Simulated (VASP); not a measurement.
Write the native input for VASP 6.6.1 that does the following.

```yaml
Task: relaxation of cell and atoms
Functional: revPBE
Dispersion: D4
Potentials_or_basis: VASP PAW PBE potentials, release 64 (Sn_d, O)
Cutoff: 600 eV
k_mesh: 10 × 10 × 10
Occupations: fermi-dirac, width 0.05 eV
Spin: no spin polarisation
Dipole_correction: no
Further_INCAR_settings: ALGO = Normal; EDIFF = 1e-06; IBRION = 2; EDIFFG = -0.01; NSW = 60; ISIF = 3
```

The structure of SnO2 lies in POSCAR:

```
SnO2
1.0
    1.6170930752      0.9336291223      4.8005925840
   -1.6170930752      0.9336291223      4.8005925840
    0.0000000000     -1.8672582446      4.8005925840
Sn O
1 2
Direct
    0.5000000000      0.5000000000      0.5000000000
    0.7628300000      0.7628300000      0.7628300000
    0.2371700000      0.2371700000      0.2371700000
```

These files were run (other wordings do the same):

INCAR

```
SYSTEM = SnO2
PREC = Accurate ; ENCUT = 600
EDIFF = 1E-6 ; ISMEAR = -1
SIGMA = 0.05 ; LREAL = .False.
LASPH = .True. ; NELM = 80
ALGO = Normal ; ISIF = 3
LWAVE = .False. ; LCHARG = .False.
GGA = RE ; IVDW = 13
IBRION = 2 ; NSW = 60
EDIFFG = -0.01
```

KPOINTS

```
Automatic mesh
0
Gamma
  10 10 10
  0 0 0
```

Potentials or basis: VASP PAW PBE potentials, release 64 (Sn_d, O).

Command:

```bash
$ cat potpaw_PBE.64/Sn_d/POTCAR potpaw_PBE.64/O/POTCAR > POTCAR
$ mpirun -np 1 vasp_std > vasp.out
```

Results of the run:

```yaml
Relaxed_volume: 12.56 Å³/atom
Relaxed_cell: a = 4.533 Å, b = 4.533 Å, c = 4.533 Å, α = 41.99°, β = 41.99°, γ = 41.99°
Space_group_after_relaxing_to_0.05_Å: R-3m (No. 166)
Energy_gained_by_relaxing: 31.1 meV/atom
Ionic_steps: 17
Pressure_after_relaxing: -0.1 GPa
Largest_force_after_relaxing: 0.010 eV/Å
Band_gap_on_the_k_mesh: 1.41 eV, direct
Dispersion_energy_per_atom: -0.466 eV
```

Caveat: the PAW data sets were made with another functional, which shifts forces and pressure a little; spin-orbit coupling is left out, which moves the levels of the heavy elements.

Wall time 28 min on 1 thread of Intel(R) Xeon(R) Platinum 8375C CPU @ 2.90GHz (Ice Lake), with other jobs on the host, peak memory 0.36 GiB.
